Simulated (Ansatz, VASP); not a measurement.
## One calculation of GaP, two programs

```
CELL_PARAMETERS angstrom
1.94302 1.12180 6.43081
-1.94302 1.12180 6.43081
0.00000 -2.24360 6.43081
ATOMIC_POSITIONS crystal
Ga 0.43537 0.43537 0.43537
Ga 0.56463 0.56463 0.56463
P 0.05739 0.05739 0.05739
P 0.94261 0.94261 0.94261
```

Alike in both runs: task single point; functional PBE; k mesh 12 × 12 × 12; occupations methfessel-paxton of order 1, width 0.18 eV; no spin polarisation.

|  | VASP | Ansatz |
| --- | --- | --- |
| version | VASP 6.6.1 | Ansatz 0.2.0 |
| potentials or method | VASP PAW PBE potentials, release 64 (Ga_d, P), cutoff 520 eV | scalar-relativistic, plane waves, PAW |
| valence electrons in the cell | 36 | 36 |

|  | VASP | Ansatz | Ansatz less VASP |
| --- | --- | --- | --- |
| gap on the k mesh at the Fermi level (eV) | 0.84 | 0.83 | -0.008 |
| least direct gap on the mesh (eV) | 1.12 | 1.12 | +0.007 |
| pressure (GPa) | 0.0 | 0.0 | +0.03 |
| traceless stress, the component that is largest in VASP (GPa) | 0.08 | 0.15 | +0.071 |
| rms of the force components (eV/Å) | 0.023 | 0.031 | +0.0073 |

Atom by atom the forces differ by 0.017 eV/Å (rms over components).
